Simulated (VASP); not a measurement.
Write the native input for VASP 6.6.1 that does the following.

```yaml
Task: single point
Functional: PBE
Potentials_or_basis: VASP PAW PBE potentials, release 64 (Zr_sv, Ti_sv, N)
Cutoff: 520 eV
k_mesh: 4 × 4 × 4
Occupations: gaussian, width 0.1 eV
Spin: no spin polarisation
Dipole_correction: no
Further_INCAR_settings: ALGO = Normal; EDIFF = 1e-06; NBANDS = 44
```

The structure of Zr3TiN4 lies in POSCAR:

```
Zr3TiN4
1.0
    4.5272824000      0.0000000000      0.0000000000
    0.0000000000      4.5272824000      0.0000000000
    0.0000000000      0.0000000000      4.5272824000
Zr Ti N
3 1 4
Direct
    0.0000000000      0.0000000000      0.5000000000
    0.5000000000      0.0000000000      0.0000000000
    0.0000000000      0.5000000000      0.0000000000
    0.5000000000      0.5000000000      0.5000000000
    0.5000000000      0.5000000000      0.0000000000
    0.0000000000      0.5000000000      0.5000000000
    0.5000000000      0.0000000000      0.5000000000
    0.0000000000      0.0000000000      0.0000000000
```

The input as run:

INCAR

```
SYSTEM = Zr3TiN4
PREC = Accurate
ENCUT = 520
EDIFF = 1E-6
ISMEAR = 0
SIGMA = 0.1
LREAL = .FALSE.
LASPH = .TRUE.
NELM = 100
ALGO = Normal
ISIF = 2
LWAVE = .FALSE.
LCHARG = .FALSE.
GGA = PE
NBANDS = 44
```

KPOINTS

```
regular mesh
0
G
  4 4 4
  0 0 0
```

Potentials or basis: VASP PAW PBE potentials, release 64 (Zr_sv, Ti_sv, N).

Run with:

```sh
$ cat potpaw_PBE.64/Zr_sv/POTCAR potpaw_PBE.64/Ti_sv/POTCAR potpaw_PBE.64/N/POTCAR > POTCAR
$ mpirun -np 1 vasp_std > vasp.out
```

It gave:

```
Pressure               : 0.1 GPa
Band gap on the k mesh : zero (bands 34 and 35 overlap by 3.79 eV)
```

It took 36 s on 1 thread of Intel(R) Xeon(R) 6975P-C (Granite Rapids) (shared host), peak memory 0.21 GiB.
